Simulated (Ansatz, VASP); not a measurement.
**Two plane-wave programs on P**

POSCAR

```
P
1.0
    4.6275012813      0.0000000000      0.0000000000
    0.0000000000      3.3577049027      0.0000000000
    0.0000000000      0.0000000000     27.8195791164
P
4
Direct
    0.0921367055      0.0000000000      0.3788405319
    0.4078632945      0.5000000000      0.3788405319
    0.5921367055      0.5000000000      0.3041316986
    0.9078632945      0.0000000000      0.3041316986
```

The input INCAR.step1:

```
ALGO = Normal
DIPOL = 0.5 0.5 0.341
EDIFF = 1E-4
ENCUT = 520
GGA = PE
IDIPOL = 3
ISMEAR = 0
LASPH = T
LCHARG = F
LDIPOL = T
LREAL = F
LWAVE = T
NBANDS = 18
NELM = 100
PREC = Accurate
SIGMA = 0.01
```

INCAR.step2

```
ALGO = Normal
DIPOL = 0.5 0.5 0.341
EDIFF = 1E-7
ENCUT = 520
IDIPOL = 3
ISIF = 2
ISMEAR = 0
ISTART = 1
LASPH = T
LCHARG = T
LDIPOL = T
LELF = T
LMIXTAU = T
LREAL = F
LVACPOTAV = T
LVHAR = T
LWAVE = F
METAGGA = R2SCAN
NBANDS = 18
NELM = 100
PREC = Accurate
SIGMA = 0.01
```

Contents of KPOINTS:

```
k-points
0
Gamma
  6 8 1
```

Input for Ansatz:

```yaml
crystal:
  lattice:
    - [4.6275012813, 0.0, 0.0]
    - [0.0, 3.3577049027, 0.0]
    - [0.0, 0.0, 27.8195791164]
  atoms:
    - { symbol: P, position: [0.0921367055, 0.0, 0.3788405319] }
    - { symbol: P, position: [0.4078632945, 0.5, 0.3788405319] }
    - { symbol: P, position: [0.5921367055, 0.5, 0.3041316986] }
    - { symbol: P, position: [0.9078632945, 0.0, 0.3041316986] }
  periodic: [true, true, false]
kpoints:
  mp_grid: { grid: [6, 8, 1] }
  band_path:
    path:
      - [0.0, 0.0, 0.0]
      - [0.5, 0.0, 0.0]
      - [0.5, 0.5, 0.0]
      - [0.0, 0.5, 0.0]
      - [0.0, -0.028646, 0.0]
    npoints: 1
hamiltonian:
  xc: r2scan
scf:
  occupations: { method: fixed }
  n_extra_bands: 5
output:
  forces: true
  stress: true
  eigenvalues: true
```

Change from the starting cell: uniaxial_y strain +2.0%.

Alike in both runs: task single point; functional r2SCAN; k mesh 6 × 8 × 1; no spin polarisation.

```csv
,VASP,Ansatz
version,VASP 6.6.1,Ansatz 0.2.0
potentials or method,"VASP PAW PBE potentials, release 64 (P)","plane waves, PAW"
plane-wave cutoff (eV),520,500
occupations,"gaussian, width 0.01 eV",fixed
valence electrons in the cell,20,20
```

|  | VASP | Ansatz | Ansatz less VASP |
| --- | --- | --- | --- |
| gap on the k mesh at the Fermi level (eV) | 1.24 | 1.21 | -0.027 |
| rms of the force components (eV/Å) | 0.053 | 0.000 | -0.0523 |

VASP's potentials were made for PBE, not for r2SCAN. Atom by atom the forces differ by 0.053 eV/Å (rms over components).
